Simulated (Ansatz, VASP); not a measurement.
**TiAl in VASP and in Ansatz**

The input INCAR:

```
PREC = Accurate
ENCUT = 600
EDIFF = 1E-6
ISMEAR = -1
SIGMA = 0.05
LREAL = F
LASPH = T
NELM = 100
ALGO = Normal
ISIF = 3
LWAVE = F
LCHARG = F
GGA = PS
IBRION = 2
NSW = 80
EDIFFG = -0.02
```

The input KPOINTS:

```
Automatic mesh
0
Gamma
  8 8 8
```

The input POSCAR:

```
TiAl
1.0
    3.1790640000      0.0000000000      0.0000000000
    0.0000000000      3.1790640000      0.0000000000
    0.0000000000      0.0000000000      3.1790640000
Ti Al
1 1
Direct
    0.0000000000      0.0000000000      0.0000000000
    0.5000000000      0.5000000000      0.5000000000
```

The input input.yaml:

```yaml
crystal:
  lattice:
    - [3.179064, 0.0, 0.0]
    - [0.0, 3.179064, 0.0]
    - [0.0, 0.0, 3.179064]
  atoms:
    - { symbol: Ti, position: [0.0, 0.0, 0.0] }
    - { symbol: Al, position: [0.5, 0.5, 0.5] }
kpoints:
  mp_grid: { grid: [8, 8, 8] }
scf:
  occupations: { method: fermi_dirac, width: 0.05 }
hamiltonian:
  xc: pbesol
  pseudopotentials: { kind: all_electron, lapw: { basis_error: 0.001 } }
output:
  forces: true
  stress: true
relax:
  f_tol: 0.02
  max_steps: 60
  cell: {}
```

Alike in both runs: task relaxation of cell and atoms; functional PBEsol; k mesh 8 × 8 × 8; occupations fermi-dirac, width 0.05 eV; no spin polarisation.

```csv
,VASP,Ansatz
version,VASP 6.6.1,Ansatz 0.2.0
potentials or method,"VASP PAW PBE potentials, release 64 (Ti_sv, Al), cutoff 600 eV","all-electron LAPW, scalar-relativistic"
```

|  | VASP | Ansatz | Ansatz less VASP |
| --- | --- | --- | --- |
| relaxed volume (Å³/atom) | 15.74 | 15.73 | -0.008 |
| relaxed cell length with the largest relative difference (Å) | 3.158 | 3.157 | -0.0006 |

VASP's potentials were made for PBE, not for PBEsol. Ansatz ran all-electron here, and VASP with PAW potentials.
